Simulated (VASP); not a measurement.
Wanted: the native input for a VASP 6.6.1 run.

```yaml
Task: relaxation of cell and atoms
Functional: PBE
Potentials_or_basis: VASP PAW PBE potentials, release 64 (Ba_sv, S)
Cutoff: 600 eV
k_mesh: 4 × 4 × 4
Occupations: gaussian, width 0.1 eV
Spin: no spin polarisation
Dipole_correction: no
Further_INCAR_settings: ALGO = Normal; EDIFF = 1e-06; IBRION = 2; EDIFFG = -0.04; NSW = 90; ISIF = 3
```

The structure of BaS lies in POSCAR:

```
BaS
1.0
    0.0000000000      3.2868155677      3.2868155677
    3.2868155677      0.0000000000      3.2868155677
    3.2868155677      3.2868155677      0.0000000000
Ba S
1 1
Direct
    0.0000000000      0.0000000000      0.0000000000
    0.7500000000      0.7500000000      0.7500000000
```

One way to write it, as run:

INCAR

```
SYSTEM = BaS
PREC = Accurate
ENCUT = 600
EDIFF = 1E-6
ISMEAR = 0
SIGMA = 0.1
LREAL = .False.
LASPH = .True.
NELM = 100
ALGO = Normal
ISIF = 3
LWAVE = .False.
LCHARG = .False.
GGA = PE
IBRION = 2
NSW = 90
EDIFFG = -0.04
```

KPOINTS

```
regular mesh
0
Gamma
  4 4 4
  0 0 0
```

Potentials or basis: VASP PAW PBE potentials, release 64 (Ba_sv, S).

Launch:

```bash
$ cat potpaw_PBE.64/Ba_sv/POTCAR potpaw_PBE.64/S/POTCAR > POTCAR
$ mpirun -np 1 vasp_std > vasp.out
```

Results of the run:

- Relaxed volume: 44.07 Å³/atom
- Relaxed cell: a = 4.995 Å, b = 4.995 Å, c = 4.995 Å, α = 60.00°, β = 60.00°, γ = 60.00°
- Space group after relaxing (to 0.05 Å): F-43m (No. 216)
- Energy gained by relaxing: 210.2 meV/atom
- Ionic steps: 3
- Pressure after relaxing: 0.1 GPa
- Band gap on the k mesh: 2.75 eV, indirect (least direct gap 3.40 eV)

Caveat: the volume moved by over 15 % at a fixed basis, so the end points are rough; spin-orbit coupling is left out, which moves the levels of the heavy elements.

Wall time 34 s on 1 thread of AMD EPYC 7R13 Processor (Zen 3), on a shared host, peak memory 0.2 GiB.
